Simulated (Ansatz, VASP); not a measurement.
# Na in VASP and in Ansatz

Contents of INCAR:

```
  PREC = Accurate
  ENCUT = 500
  EDIFF = 1E-6
  ISMEAR = -1
  SIGMA = 0.1
  LREAL = False
  LASPH = True
  NELM = 120
  ALGO = Normal
  ISIF = 2
  LWAVE = False
  LCHARG = False
  GGA = PE
  NBANDS = 14
  GGA_COMPAT = False
```

KPOINTS

```
Automatic mesh
0
Gamma
  11 11 6
```

File POSCAR:

```
Na
1.0
    3.6939721727      0.0000000000      0.0000000000
   -1.8469860864      3.1990737425      0.0000000000
    0.0000000000      0.0000000000      6.0318442362
Na
2
Direct
    0.3333333333      0.6666666667      0.2500000000
    0.6666666667      0.3333333333      0.7500000000
```

Input for Ansatz:

```yaml
crystal:
  lattice:
    - [3.6939721727, 0.0, 0.0]
    - [-1.8469860864, 3.1990737425, 0.0]
    - [0.0, 0.0, 6.0318442362]
  atoms:
    - { symbol: Na, position: [0.3333333333, 0.6666666667, 0.25] }
    - { symbol: Na, position: [0.6666666667, 0.3333333333, 0.75] }
hamiltonian:
  xc: pbe
  pseudopotentials:
    kind: paw
    azcp:
      Na: "pseudopotentials/Na.paw.azcp"
basis:
  ecutwfc: 420
  fft_grid_basis: typed
kpoints:
  mp_grid: { grid: [11, 11, 6], shift: [0, 0, 0] }
magnetization:
  spin_polarized: false
scf:
  occupations: { method: fermi_dirac, width: 0.1 }
  lower_state_search: "off"
output:
  stress: true
```

Alike in both runs: task single point; functional PBE; k mesh 11 × 11 × 6; occupations fermi-dirac, width 0.1 eV; no spin polarisation.

|  | VASP | Ansatz |
| --- | --- | --- |
| version | VASP 6.6.1 | Ansatz 0.2.0 |
| potentials or method | VASP PAW PBE potentials, release 64 (Na_pv), cutoff 500 eV | plane waves (420 eV) with PAW, scalar-relativistic |
| valence electrons in the cell | 14 | 18 |

```csv
,VASP,Ansatz,Ansatz less VASP
pressure (GPa),0.3,0.3,+0.02
"traceless stress, the component that is largest in VASP (GPa)",0.11,0.11,0.000
```

VASP's potentials hold 14 valence electrons a cell and Ansatz's 18, so a difference there can come from the potentials and not from the codes.
